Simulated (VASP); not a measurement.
Write the native input for VASP 6.6.1 that does the following.

- Task: relaxation of cell and atoms
- Functional: PBE
- Potentials or basis: VASP PAW PBE potentials, release 64 (C)
- Cutoff: 600 eV
- k mesh: 18 × 18 × 6
- Occupations: gaussian, width 0.1 eV
- Spin: no spin polarisation
- Dipole correction: no
- Further INCAR settings: ALGO = Normal; EDIFF = 1e-06; IBRION = 2; EDIFFG = -0.005; NSW = 100; ISIF = 3

The structure of C lies in POSCAR:

```
C
1.0
    1.2280479700     -2.1270618200      0.0000000000
    1.2280479700      2.1270618200      0.0000000000
    0.0000000000      0.0000000000      7.1732677600
C
4
Direct
    0.0833794600      0.9166205400      0.7531376000
    0.5833794600      0.4166205400      0.2468624000
    0.9166205400      0.0833794600      0.2468624000
    0.4166205400      0.5833794600      0.7531376000
```

These files were run (other wordings do the same):

INCAR

```
SYSTEM = C
PREC = Accurate
ENCUT = 600
EDIFF = 1E-6
ISMEAR = 0
SIGMA = 0.1
LREAL = .FALSE.
LASPH = .TRUE.
NELM = 100
ALGO = Normal
ISIF = 3
LWAVE = .FALSE.
LCHARG = .FALSE.
GGA = PE
IBRION = 2
NSW = 100
EDIFFG = -0.005
```

KPOINTS

```
regular mesh
0
G
  18 18 6
  0 0 0
```

Potentials or basis: VASP PAW PBE potentials, release 64 (C).

Command:

```console
$ cat potpaw_PBE.64/C/POTCAR > POTCAR
$ mpirun -np 1 vasp_std > vasp.out
```

It gave:

```yaml
Relaxed_volume: 10.82 Å³/atom
Relaxed_cell: a = 2.467 Å, b = 2.467 Å, c = 8.208 Å, α = 90.00°, β = 90.00°, γ = 120.00°
Space_group_after_relaxing_to_0.05_Å: Fmmm (No. 69)
Energy_gained_by_relaxing: 5.6 meV/atom
Ionic_steps: 23
Pressure_after_relaxing: 0.0 GPa
Largest_force_after_relaxing: 0.004 eV/Å
Band_gap_on_the_k_mesh: 0.00 eV
```

Caveat: the volume moved by over 15 % at a fixed basis, so the end points are rough; this functional lacks dispersion, which binds the layers, so the pressure and a relaxed spacing across them are unreliable.

Run time: 25 min on 1 thread of Intel(R) Xeon(R) Platinum 8259CL CPU @ 2.50GHz (Skylake/Cascade Lake), with other jobs on the host, peak memory 0.3 GiB.
